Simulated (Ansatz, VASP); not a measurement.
## One calculation of SiC4, two programs

```
Si C
1.0
    -2.07821    2.07821    2.83940
     2.07821   -2.07821    2.83940
     2.07821    2.07821   -2.83940
Si C
1 4
Direct
  0.00000 0.00000 0.00000
  0.67695 0.67695 0.35389
  0.32305 0.32305 0.64611
  0.67695 0.32305 0.00000
  0.32305 0.67695 0.00000
```

Alike in both runs: functional PBE; k mesh 6 × 6 × 6; occupations gaussian, width 0.1 eV; no spin polarisation.

Ansatz relaxed the structure, and its values are those at the end. VASP's run is a single point on that final structure, the one shown.

```csv
,VASP,Ansatz
version,VASP 6.6.1,Ansatz 0.2.0
potentials or method,"VASP PAW PBE potentials, release 64 (Si, C), cutoff 520 eV","scalar-relativistic, plane waves, PAW"
valence electrons in the cell,20,20
```

Ansatz gave:

| Item | Value |
| --- | --- |
| gap on the k mesh at the Fermi level (eV) | none |
| pressure (GPa) | 0.0 |
| rms of the force components (eV/Å) | 0.001 |

**Question.** Estimate VASP's values.

**Answer.** gap on the k mesh at the Fermi level (eV): none; pressure (GPa): 0.3; rms of the force components (eV/Å): 0.048.

A gap of «none» marks a metal or a gap that the smearing closes.
